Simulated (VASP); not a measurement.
**GaN: single point with PBEsol**

GaN:

```
CELL_PARAMETERS angstrom
0.00000 2.24907 2.24907
2.24907 0.00000 2.24907
2.24907 2.24907 0.00000
ATOMIC_POSITIONS crystal
Ga 0.00000 0.00000 0.00000
N 0.75000 0.75000 0.75000
```

```json
{"Program": "VASP 6.6.1", "Task": "single point", "Functional": "PBEsol", "Potentials or basis": "VASP PAW PBE potentials, release 64 (Ga_d, N)", "Cutoff": "600 eV", "k mesh": "10 × 10 × 10", "Occupations": "gaussian, width 0.05 eV", "Spin": "no spin polarisation", "Dipole correction": "no", "Further INCAR settings": "ALGO = Normal; EDIFF = 1e-06; NBANDS = 16"}
```

| Property | Result |
| --- | --- |
| Pressure | -0.4 GPa |
| Band gap on the k mesh | 1.72 eV, direct |

Levels at points of the mesh, in eV from the valence-band top:
| k point | band 7 | band 8 | band 9 | band 10 | band 11 | band 12 |
| --- | --- | --- | --- | --- | --- | --- |
| (0.00, 0.00, 0.00) | 0.00 | 0.00 | 0.00 | 1.72 | 10.24 | 10.24 |
| (0.50, 0.00, 0.00) | -7.15 | -0.99 | -0.99 | 4.60 | 8.66 | 10.29 |
| (0.50, 0.50, 0.00) | -6.20 | -2.76 | -2.76 | 3.23 | 6.60 | 11.62 |

It took 16 s on 1 thread of AMD EPYC 9R45 96-Core Processor (Zen 5), on a shared host, peak memory 0.13 GiB.

Caveat: the PAW data sets were made with another functional, which shifts forces and pressure a little. As with any semilocal functional, this PBEsol gap is likely too small.
